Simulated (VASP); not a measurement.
Write the native input for VASP 6.6.1 that does the following.

```
Task                   : single point
Functional             : PBE
Potentials or basis    : VASP PAW PBE potentials, release 64 (Al, H)
Cutoff                 : 520 eV
k mesh                 : 5 × 5 × 1
Occupations            : gaussian, width 0.1 eV
Spin                   : no spin polarisation
Dipole correction      : yes
Further INCAR settings : ALGO = Normal; EDIFF = 1e-06; NBANDS = 32
```

The structure of Al6H lies in POSCAR:

```
Al6H
1.0
    5.7135165837      0.0000000000      0.0000000000
    0.0000000000      5.7135165837      0.0000000000
    0.0000000000      0.0000000000     22.1746954375
Al H
12 2
Direct
    0.2500000000      0.2500000000      0.1803857921
    0.2500000000      0.7500000000      0.1803857921
    0.7500000000      0.2500000000      0.1803857921
    0.7500000000      0.7500000000      0.1803857921
    0.0000000000      0.0000000000      0.2744050924
    0.0000000000      0.5000000000      0.2744050924
    0.5000000000      0.0000000000      0.2744050924
    0.5000000000      0.5000000000      0.2744050924
    0.2500000000      0.2500000000      0.3686497278
    0.2500000000      0.7500000000      0.3686497278
    0.7500000000      0.2500000000      0.3686497278
    0.7500000000      0.7500000000      0.3686497278
    0.0000000000     -0.0568826563      0.4033739928
    0.0000000000      0.0568826563      0.4033739928
```

The input as run:

INCAR

```
SYSTEM = Al6H
  ALGO = Normal
  DIPOL = 0.5 0.5 0.293
  EDIFF = 1E-6
  ENCUT = 520
  GGA = PE
  IDIPOL = 3
  ISIF = 2
  ISMEAR = 0
  LASPH = .TRUE.
  LCHARG = .FALSE.
  LDIPOL = .TRUE.
  LREAL = .FALSE.
  LWAVE = .FALSE.
  NBANDS = 32
  NELM = 100
  PREC = Accurate
  SIGMA = 0.1
```

KPOINTS

```
k-points
0
G
  5 5 1
  0 0 0
```

Potentials or basis: VASP PAW PBE potentials, release 64 (Al, H).

Run with:

```console
$ cat potpaw_PBE.64/Al/POTCAR potpaw_PBE.64/H/POTCAR > POTCAR
$ mpirun -np 1 vasp_std > vasp.out
```

Results of the run:

The largest force is 7.504 eV/Å and the band gap on the k mesh is zero (bands 19 and 20 overlap by 0.61 eV).

Run time: 12 min on 1 thread of Intel Xeon 8259CL, with other jobs on the host, peak memory 0.68 GiB.
